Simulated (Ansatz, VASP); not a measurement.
Two plane-wave programs on SnSe2

```
Sn Se
1.0
     3.81745    0.00000    0.00000
    -1.90872    3.30601    0.00000
     0.00000    0.00000    6.03158
Sn Se
1 2
Direct
  0.00000 0.00000 0.00000
  0.66667 0.33333 0.73720
  0.33333 0.66667 0.26280
```

Change from the starting cell: strain along c alone, the other axes held, atoms relaxed: -2.0 %.

Alike in both runs: functional PBEsol; k mesh 12 × 12 × 6; occupations gaussian, width 0.02 eV; no spin polarisation.

Ansatz relaxed the structure, and its values are those at the end. VASP's run is a single point on that final structure, the one shown.

|  | VASP | Ansatz |
| --- | --- | --- |
| version | VASP 6.6.1 | Ansatz 0.2.0 |
| potentials or method | VASP PAW PBE potentials, release 64 (Sn_d, Se), cutoff 520 eV | scalar-relativistic, plane waves, PAW |
| valence electrons in the cell | 26 | 46 |

```tsv
	VASP	Ansatz	Ansatz less VASP
gap on the k mesh at the Fermi level (eV)	0.35	0.36	+0.006
least direct gap on the mesh (eV)	0.85	0.86	+0.010
pressure (GPa)	0.5	0.3	-0.12
rms of the force components (eV/Å)	0.008	0.001	-0.0080
```

VASP's potentials were made for PBE, not for PBEsol. VASP's potentials hold 26 valence electrons a cell and Ansatz's 46, so a difference there can come from the potentials and not from the codes. Ansatz's warnings: stress scf threshold loose.
